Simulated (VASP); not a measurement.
Here is a VASP 6.6.1 calculation.

File INCAR:

```
SYSTEM = TiO2
ALGO     = Normal         ! electronic algorithm
EDIFF    = 1E-6           ! SCF threshold, eV
ENCUT    = 520            ! plane-wave cutoff, eV
GGA      = PE             ! functional
ISIF     = 2              ! what is computed and relaxed
ISMEAR   = -1             ! smearing method
LASPH    = .True.         ! aspherical terms in the spheres
LCHARG   = .True.         ! write CHGCAR
LELF     = .True.         ! ELF
LREAL    = .False.        ! projectors in reciprocal space
LVHAR    = .True.       
LWAVE    = .False.        ! write WAVECAR
NBANDS   = 60             ! bands
NELM     = 60             ! most SCF steps
PREC     = Accurate       ! precision mode
SIGMA    = 0.36           ! smearing width, eV
```

KPOINTS

```
k-points
0
Gamma
  3 3 2
  0 0 0
```

Contents of POSCAR:

```
TiO2
1.0
    3.9629270000      0.0000000000      0.0000000000
    0.0000000000      3.9629270000      0.0000000000
    0.0000000000      0.0000000000     10.0735580000
Ti O
4 8
Direct
   -0.1053766572     -0.0588201599      0.0166177631
    0.0711090565      0.4977633956      0.2471023644
    0.4976876940      0.5134336313      0.4702310743
    0.5217608096      0.0186730666      0.7605356519
    0.0817072835      0.4580705120      0.4658433495
    0.2148159681     -0.0495845621      0.2050318269
   -0.1038121570      0.4682145293      0.0635425934
   -0.0649267574     -0.0418629967      0.8029933416
    0.4708893199      0.0119103885      0.9764176669
    0.4542601971      0.5544891440      0.7533683729
    0.6025344398      0.1298787487      0.5438197705
    0.5911791966      0.5197168658      0.2896593239
```

Potentials or basis: VASP PAW PBE potentials, release 64 (Ti_sv, O).

The run is started by

```bash
$ cat potpaw_PBE.64/Ti_sv/POTCAR potpaw_PBE.64/O/POTCAR > POTCAR
$ mpirun -np 1 vasp_std > vasp.out
```

Question: Predict the band gap on the k mesh.

Answer: 1.70 eV (least direct gap 1.76 eV).

Question: What does it give for the pressure?

Answer: -5.0 GPa.

Question: Predict the largest force.

Answer: 5.235 eV/Å.

Forces on the atoms (eV/Å):
```
Ti   1.231  0.509 -1.161
Ti   0.469  0.484 -1.355
Ti   4.110  1.558  2.844
Ti  -1.915 -0.151 -0.572
O   -2.981  1.046 -2.181
O   -3.169  0.053  0.252
O    1.080  0.185  0.518
O    2.486  0.745  1.816
O   -0.706 -0.281 -0.887
O   -0.145 -0.149 -0.983
O   -0.585 -3.261  1.451
O    0.126 -0.740  0.259
```

Caveat: the k points lie up to 0.53 Å⁻¹ apart; so wide a smearing shifts energies and pressures; forces of over 1 eV/Å act on the atoms, so gaps and moduli don't describe the material at rest. A k mesh can miss the band edges.
